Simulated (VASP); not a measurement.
# SrCl2 (I4/mmm) in VASP: single point with HSE06

Aim: the single point of SrCl2 with HSE06.

All numbers are computed with VASP 6.6.1; they aren't measurements. Logs are shortened: lines on timing, memory, paths and dates and some standing lists are left out, and cuts for length are marked.

## 1. The cell of the first run

Symmetry: I4/mmm, No. 139, tetragonal system. Conventional cell: a = 4.947 Å, b = 4.947 Å, c = 6.893 Å, α = 90.00°, β = 90.00°, γ = 90.00°. Within 4.0 Å of Sr (site symmetry 4/mmm) lie 8 Cl at 3.01 Å. Within 4.0 Å of Cl (site symmetry -4m2) lie 4 Sr at 3.01 Å and 6 Cl at 3.45 to 3.50 Å.

## 2. Single point, HSE06 (uniaxial z strain -1.5%)

File POSCAR:

```
SrCl2
1.0
    0.0000000000      3.4977180853      3.4466514012
    3.4977180853      0.0000000000      3.4466514012
    3.4977180853      3.4977180853      0.0000000000
Sr Cl
1 2
Direct
    0.0000000000      0.0000000000      0.0000000000
    0.2500000000      0.2500000000      0.2500000000
    0.7500000000      0.7500000000      0.7500000000
```

File INCAR.step1:

```
  PREC = Accurate
  ENCUT = 520
  EDIFF = 1E-5
  ISMEAR = 0
  SIGMA = 0.01
  LREAL = F
  LASPH = T
  NELM = 80
  ALGO = Normal
  ISIF = 2
  LWAVE = T
  LCHARG = F
  NBANDS = 19
  GGA = PE
```

File INCAR.step2:

```
  PREC = Accurate
  ENCUT = 520
  EDIFF = 1E-6
  ISMEAR = 0
  SIGMA = 0.01
  LREAL = F
  LASPH = T
  NELM = 80
  ALGO = Normal
  ISIF = 2
  LWAVE = F
  LCHARG = F
  GGA = PE
  LHFCALC = T
  HFSCREEN = 0.2079
  PRECFOCK = Normal
  NBANDS = 19
  ISTART = 1
```

File KPOINTS:

```
Automatic mesh
0
Gamma
  4 4 4
```

Potentials or basis: VASP PAW PBE potentials, release 64 (Sr_sv, Cl).

The run is started by

```console
cat potpaw_PBE.64/Sr_sv/POTCAR potpaw_PBE.64/Cl/POTCAR > POTCAR
cp INCAR.step1 INCAR
mpirun -np 1 vasp_std > vasp.out
cp INCAR.step2 INCAR
mpirun -np 1 vasp_std > vasp.out
```

OUTCAR:

```text
PREC = Accurate
   ENCUT = 520
   EDIFF = 1E-6
   ISMEAR = 0
   LREAL = F
   LASPH = T
   NELM = 80
   ISIF = 2
   GGA = PE
   LHFCALC = T
   HFSCREEN = 0.2079
   PRECFOCK = Normal
   ISTART = 1

 ion  position               nearest neighbor table
   1  0.000  0.000  0.000-   3 3.01   3 3.01   3 3.01   2 3.01   2 3.01   2 3.01   3 3.01   2 3.01

   2  0.250  0.250  0.250-   1 3.01   1 3.01   1 3.01   1 3.01
   3  0.750  0.750  0.750-   1 3.01   1 3.01   1 3.01   1 3.01

  LATTYP: Found a body centered tetragonal cell.
 ALAT       =     4.9465203536
 C/A-ratio  =     1.3935660443

  Lattice vectors:

 A1 = (   0.0000000000,  -3.4977180853,  -3.4466514012)
 A2 = (   0.0000000000,   3.4977180853,  -3.4466514012)
 A3 = (   3.4977180853,   0.0000000000,   3.4466514012)

Analysis of symmetry for initial positions (statically):
=====================================================================
 Subroutine PRICEL returns:
 Original cell was already a primitive cell.

 Routine SETGRP: Setting up the symmetry group for a
 body centered tetragonal supercell.

 Subroutine GETGRP returns: Found 16 space group operations
 (whereof 16 operations were pure point group operations)
 out of a pool of 16 trial point group operations.

The static configuration has the point symmetry D_4h.

Analysis of symmetry for dynamics (positions and initial velocities):
=====================================================================
 Subroutine PRICEL returns:
 Original cell was already a primitive cell.

 Routine SETGRP: Setting up the symmetry group for a
 body centered tetragonal supercell.

 Subroutine GETGRP returns: Found 16 space group operations
 (whereof 16 operations were pure point group operations)
 out of a pool of 16 trial point group operations.

The dynamic configuration has the point symmetry D_4h.

 Subroutine INISYM returns: Found 16 space group operations
 (whereof 16 operations are pure point group operations),
 and found     1 'primitive' translations

----------------------------------------------------------------------------------------

[... 83 lines left out ...]
   LREAL  =      F    real-space projection
   EDIFFG = 0.1E-04   stopping-criterion for IOM
   NSW    =      0    number of steps for IOM
   IBRION =     -1    ionic relax: 0-MD 1-quasi-New 2-CG
   NFREE  =      0    steps in history (QN), initial steepest desc. (CG)
   ISIF   =      2    stress and relaxation
   ISYM   =      3    0-nonsym 1-usesym 2-fastsym
   POTIM  = 0.5000    time-step for ionic-motion
   TEBEG  =    0.0;   TEEND  =   0.0 temperature during run
   PSTRESS=    0.0 pullay stress
   NELECT =      24.0000    total number of electrons
   NUPDOWN=      -1.0000    fix difference up-down
   EMIN   =  10.00;   EMAX   =-10.00  energy-range for DOS
   EFERMI =   0.00;   METHOD = LEGACY
   ISMEAR =     0;   SIGMA  =   0.01  broadening in eV -4-tet -1-fermi 0-gaus
   EFERMI_NEDOS =   21; number of points for ismear=-14 and -15
   IALGO  =     38    algorithm
   IMIX   =      1    mixing-type and parameters
     AMIX     =   0.40;   BMIX     =  1.00
     AMIX_MAG =   1.60;   BMIX_MAG =  1.00
  volume/ion in A,a.u.               =      28.11       189.70
  Fermi-wavevector in a.u.,A,eV,Ry     =   1.076828  2.034909 15.776746  1.159558
  Thomas-Fermi vector in A             =   2.212723
   LORBIT       =      0    0 simple, 1 ext, 2 COOP (PROOUT), +10 PAW based schemes
   GGA     = PE    functional components
   LHFCALC =     T    Hartree Fock is set to
   PRECFOCK=normal    Normal, Fast or Accurate (Low or Medium for compatibility)
   ENCUT4O =  -1.0   cutoff for four orbital integrals eV
   NKREDX  =     1    reduce k-point grid by
   NKREDY  =     1    reduce k-point grid by
   NKREDZ  =     1    reduce k-point grid by
   AEXX    =    0.2500 exact exchange contribution
   HFSCREEN=    0.2079 screening length (either q_TF or 0.3 A-1)
   HFSCREENC=   0.2079 screening length for correlation (either q_TF or 0.3 A-1)
   ENCUTFOCK=  -1.0 apply spherical cutoff to Coloumb kernel
   IVDW    =     0    specifies the selected vdW correction
   LEPSILON=     F    determine dielectric tensor
   LRPA    =     F    only Hartree local field effects (RPA)
 non-spin polarized calculation
 Gauss-broadening in eV      SIGMA  =   0.01
  energy-cutoff  :      520.00
  volume of cell :       84.33
 maximum number of plane-waves:      2288
 NGX is ok and might be reduce to    40
  NGX = 28; NGY = 28; NGZ = 28

 number of electron      24.0000003 magnetization

 Free energy of the ion-electron system (eV)
  ---------------------------------------------------
  ext. energy  EPLUGINS =         0.00000000
  ---------------------------------------------------
  free energy    TOTEN  =       -14.80649405 eV

  energy without entropy =      -14.80649405  energy(sigma->0) =      -14.80649405

 E-fermi :  -0.6070     XC(G=0):  -6.9282

 val. band max:       -0.6630883160   @ k =   0.5000   0.5000   0.0000
 cond. band min:       5.9091609174   @ k =   0.0000   0.0000   0.0000
 fundamental gap:      6.5722492334
 Fermi energy:        -0.6069681433

 k-point     1 :       0.0000    0.0000    0.0000
  band No.  band energies     occupation
      1     -35.6609      2.00000
      2     -16.3849      2.00000
      3     -16.3816      2.00000
      4     -16.3815      2.00000
      5     -15.3028      2.00000
      6     -14.3627      2.00000
[... 263 lines left out ...]
      6     -14.4951      2.00000
[... 11 lines left out ...]
     18      10.4074      0.00000
     19      11.3659      0.00000

------------------------ aborting loop because EDIFF is reached ----------------------------------------

  FORCE on cell =-STRESS in cart. coord.  units (eV):
  Direction    XX          YY          ZZ          XY          YZ          ZX
  --------------------------------------------------------------------------------------
  -------------------------------------------------------------------------------------
  Total        0.2900324      0.2900324      0.7074491      0.0000000     -0.0000000     -0.0000000
  in kB        5.5101081      5.5101081     13.4402958      0.0000000     -0.0000000     -0.0000000
  external PRESSURE =       8.1535040 kB  Pullay stress =       0.0000000 kB

 VOLUME and BASIS-vectors are now :
 -----------------------------------------------------------------------------
  energy-cutoff  :      520.00
  volume of cell :       84.33
      direct lattice vectors                 reciprocal lattice vectors
     0.000000000  3.497718085  3.446651401    -0.142950343  0.142950343  0.145068341
     3.497718085  0.000000000  3.446651401     0.142950343 -0.142950343  0.145068341
     3.497718085  3.497718085  0.000000000     0.142950343  0.142950343 -0.145068341

 POSITION                                       TOTAL-FORCE (eV/Angst)
 -----------------------------------------------------------------------------------
      0.00000      0.00000      0.00000        -0.000000      0.000000     -0.000000
      1.74886      1.74886      1.72333         0.000000      0.000000     -0.000000
      5.24658      5.24658      5.16998        -0.000000     -0.000000      0.000000
 -----------------------------------------------------------------------------------
    total drift:                               -0.000000      0.000000      0.000000

  FREE ENERGIE OF THE ION-ELECTRON SYSTEM (eV)
  ---------------------------------------------------
  free  energy   TOTEN  =       -14.8064940452 eV

  energy  without entropy=      -14.8064940452  energy(sigma->0) =      -14.80649405
```

It took 13 min on 1 thread of Intel Xeon 6975P-C (Granite Rapids), shared host; peak memory 0.36 GiB.

Results:

| Property | Result |
| --- | --- |
| Free energy | -14.8065 eV |
| Pressure | 0.8 GPa |
| Band gap on the k mesh | 6.57 eV (least direct gap 6.74 eV) |

Stress tensor (GPa, compression positive):
```
0.55 0.00 0.00
0.00 0.55 0.00
0.00 0.00 1.34
```

Levels at points of the mesh, in eV from the valence-band top:
| k point | band 8 | band 9 | band 10 | band 11 | band 12 | band 13 | band 14 | band 15 | band 16 | band 17 |
| --- | --- | --- | --- | --- | --- | --- | --- | --- | --- | --- |
| (0.00, 0.00, 0.00) | -2.35 | -2.35 | -0.47 | -0.47 | -0.35 | 6.57 | 7.40 | 7.51 | 10.30 | 10.30 |
| (0.50, 0.00, 0.00) | -1.74 | -1.66 | -1.48 | -1.21 | -1.20 | 8.12 | 8.15 | 9.04 | 9.05 | 10.21 |
| (0.50, 0.50, 0.00) | -2.12 | -2.12 | -0.51 | -0.51 | 0.00 | 6.74 | 8.59 | 9.15 | 9.61 | 9.61 |
| (0.50, 0.00, 0.50) | -2.15 | -2.08 | -0.54 | -0.41 | -0.09 | 6.75 | 8.47 | 9.15 | 9.51 | 9.54 |

Caveat: the cell differs from its parent crystal (uniaxial z strain -1.5%); the structure was generated, so it needn't be the stable form of SrCl2; the PAW data sets were made with another functional, which shifts forces and pressure a little.
